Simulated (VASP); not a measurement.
**SrMn3: single point with PBE**

The system is SrMn3.

```
Sr Mn
1.0
     4.27790    0.00000    0.00000
     0.00000    4.27790    0.00000
     0.00000    0.00000    4.27790
Sr Mn
1 3
Direct
  0.00000 0.00000 0.00000
  0.00000 0.50000 0.50000
  0.50000 0.50000 0.00000
  0.50000 0.00000 0.50000
```

```yaml
Program: VASP 6.6.1
Task: single point
Functional: PBE
Potentials_or_basis: VASP PAW PBE potentials, release 64 (Sr_sv, Mn_pv)
Cutoff: 520 eV
k_mesh: 8 × 8 × 8
Occupations: gaussian, width 0.05 eV
Spin: no spin polarisation
Dipole_correction: no
Further_INCAR_settings: ALGO = Normal; EDIFF = 1e-06; NBANDS = 32
```

```
Pressure               : -12.9 GPa
Band gap on the k mesh : zero (an odd number of electrons rules out a gap without spin polarisation)
```

Levels at points of the mesh, in eV from the Fermi level:
| k point | band 22 | band 23 | band 24 | band 25 | band 26 | band 27 |
| --- | --- | --- | --- | --- | --- | --- |
| (0.00, 0.00, 0.00) | -0.15 | -0.15 | 0.46 | 0.46 | 0.83 | 0.96 |
| (0.50, 0.00, 0.00) | -0.68 | -0.60 | -0.13 | 0.02 | 0.14 | 0.18 |
| (0.50, 0.50, 0.00) | -0.63 | -0.44 | -0.42 | -0.03 | 0.01 | 0.01 |
| (0.50, 0.50, 0.50) | -0.19 | -0.19 | 0.08 | 0.08 | 0.11 | 0.84 |

Wall time 28 s on 1 thread of Intel(R) Xeon(R) 6975P-C (Granite Rapids) (shared host), peak memory 0.22 GiB.

Caveat: the cell stands under tension; the run has no spin polarisation, though such a crystal can be magnetic. Spin polarisation is off, so any magnetic state and its effect on volume and gap are missing.
